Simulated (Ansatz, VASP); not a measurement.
## Two plane-wave programs on Pt

File INCAR:

```
ALGO = Normal
EDIFF = 1E-7
EDIFFG = -0.04
ENCUT = 570
GGA = PE
GGA_COMPAT = False
IBRION = 2
ISIF = 3
ISMEAR = 0
LASPH = True
LCHARG = False
LREAL = False
LWAVE = False
NELM = 120
NELMIN = 4
NSW = 90
PREC = Accurate
SIGMA = 0.1
```

File KPOINTS:

```
k-points
0
Gamma
  6 6 4
```

File POSCAR:

```
Pt
1.0
    3.6656485145      0.0000000000      0.0000000000
   -1.8328242573      3.1745447349      0.0000000000
    0.0000000000      0.0000000000      4.1588009468
Pt
3
Direct
    0.2254000000      0.0000000000      0.3333333333
    0.0000000000      0.2254000000      0.6666666667
    0.7746000000      0.7746000000      0.0000000000
```

Input for Ansatz:

```yaml
crystal:
  lattice:
    - [3.6656485145, 0.0, 0.0]
    - [-1.8328242573, 3.1745447349, 0.0]
    - [0.0, 0.0, 4.1588009468]
  atoms:
    - { symbol: Pt, position: [0.2254, 0.0, 0.3333333333] }
    - { symbol: Pt, position: [0.0, 0.2254, 0.6666666667] }
    - { symbol: Pt, position: [0.7746, 0.7746, 0.0] }
basis:
  ecutwfc: 420
kpoints:
  mp_grid: { grid: [6, 6, 4] }
hamiltonian:
  xc: pbe
scf:
  occupations: { method: gaussian, width: 0.1 }
  lower_state_search: "off"
output:
  forces: true
  stress: true
  eigenvalues: true
relax:
  adjacent_minimum: "off"
  f_tol: 0.04
  max_steps: 70
  cell: { stress_tol: 0.4 }
```

Alike in both runs: task relaxation of cell and atoms; functional PBE; k mesh 6 × 6 × 4; occupations gaussian, width 0.1 eV; no spin polarisation.

|  | VASP | Ansatz |
| --- | --- | --- |
| version | VASP 6.6.1 | Ansatz 0.2.0 |
| potentials or method | VASP PAW PBE potentials, release 64 (Pt_sv_GW), cutoff 570 eV | scalar-relativistic, plane waves, PAW |
| valence electrons in the cell | 54 | 54 |

```csv
,VASP,Ansatz,Ansatz less VASP
"gap on the k mesh at the Fermi level, each at its own relaxed structure (eV)",none,none,-
relaxed volume (Å³/atom),17.85,17.94,+0.092
relaxed length of the cell vector where the two differ most in proportion (Å),4.374,4.128,-0.2461
```

A gap of «none» marks a metal or a gap that the smearing closes. One of these differences is far larger than is usual between the two programs; its cause wasn't traced.

The k mesh is coarse, so the values compare programs but aren't converged. Spin-orbit coupling is off throughout.
